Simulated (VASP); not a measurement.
HfB:

```
Hf B
1.0
     0.00000    2.31000    2.31000
     2.31000    0.00000    2.31000
     2.31000    2.31000    0.00000
Hf B
1 1
Direct
  0.50000 0.50000 0.50000
  0.00000 0.00000 0.00000
```

| Property | Result |
| --- | --- |
| Program | VASP 6.6.1 |
| Task | relaxation of cell and atoms |
| Functional | r2SCAN |
| Potentials or basis | VASP PAW PBE potentials, release 64 (Hf_pv, B) |
| Cutoff | 600 eV |
| k mesh | 10 × 10 × 10 |
| Occupations | fermi-dirac, width 0.05 eV |
| Spin | no spin polarisation |
| Hubbard terms | Hf d U = 8.0 eV |

At the start: pressure 61.2 GPa; volume 12.33 Å³/atom.

Problem. Where does the relaxation end?

Solution. Over 5 steps the energy falls by 554.3 meV/atom and the volume is 15.87 Å³/atom (+28.7 %); space group Fm-3m (No. 225, to 0.1 Å) before and after.

Step by step:
```csv
step,energy change (eV),largest force (eV/Å),pressure (GPa),volume (Å³)
1,0.0000,0.0000,61.19,24.65
2,0.4563,0.0000,-27.01,45.55
3,-1.1028,0.0000,-2.90,32.39
4,-1.1083,0.0000,-0.68,31.90
5,-1.1085,0.0000,0.02,31.74
```

Final structure:
```
Hf B
1.0
     0.00000    2.51297    2.51297
     2.51297    0.00000    2.51297
     2.51297    2.51297    0.00000
Hf B
1 1
Cartesian
  2.5130 2.5130 2.5130
  0.0000 0.0000 0.0000
```

Caveat: the volume moved by over 15 % at a fixed basis, so the end points are rough; the PAW data sets were made with another functional, which shifts forces and pressure a little; U without spin polarisation on a metal has little footing; the U is typed as a test and isn't derived for this compound.
